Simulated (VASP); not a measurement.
Here is a VASP 6.6.1 calculation.

File INCAR:

```
SYSTEM = MoS2
PREC = Accurate
ENCUT = 520
EDIFF = 1E-6
ISMEAR = 0
SIGMA = 0.15
LREAL = .False.
LASPH = .True.
NELM = 60
ALGO = Normal
ISIF = 2
LWAVE = .False.
LCHARG = .False.
GGA = PS
IVDW = 12
NBANDS = 49
```

Contents of KPOINTS:

```
regular mesh
0
Gamma
  14 14 3
  0 0 0
```

POSCAR

```
MoS2
1.0
   -3.0798097231      0.0000000000      0.0000000000
   -1.5399048616     -2.6671934590      0.0000000000
   -0.4619714585     -0.2667193459     17.3911508765
Mo S
3 6
Direct
    0.6500033333      0.6500033333      0.1666333333
    0.9166700000     -0.0833300000      0.8333000000
    0.2833366667      0.2833366667      0.4999666667
    0.5740805565      0.5740805565      0.9258611016
    0.9407472232     -0.0592527768      0.5925277682
    0.3074138898      0.3074138898      0.2591944349
    0.6259261102      0.6259261102      0.4074055651
    0.9925927768     -0.0074072232      0.0740722318
    0.2592594435      0.2592594435      0.7407388984
```

Potentials or basis: VASP PAW PBE potentials, release 64 (Mo_sv, S).

Run with:

```console
$ cat potpaw_PBE.64/Mo_sv/POTCAR potpaw_PBE.64/S/POTCAR > POTCAR
$ mpirun -np 1 vasp_std > vasp.out
```

(1) What does it give for the pressure?

(2) Predict the dispersion energy per atom.

(3) Estimate the band gap on the k mesh.

(4) Estimate the largest force.

Answers

(1) 0.2 GPa.

(2) -0.415 eV.

(3) zero (bands 39 and 40 overlap by 0.58 eV).

(4) 0.120 eV/Å.

Caveat: the PAW data sets were made with another functional, which shifts forces and pressure a little.
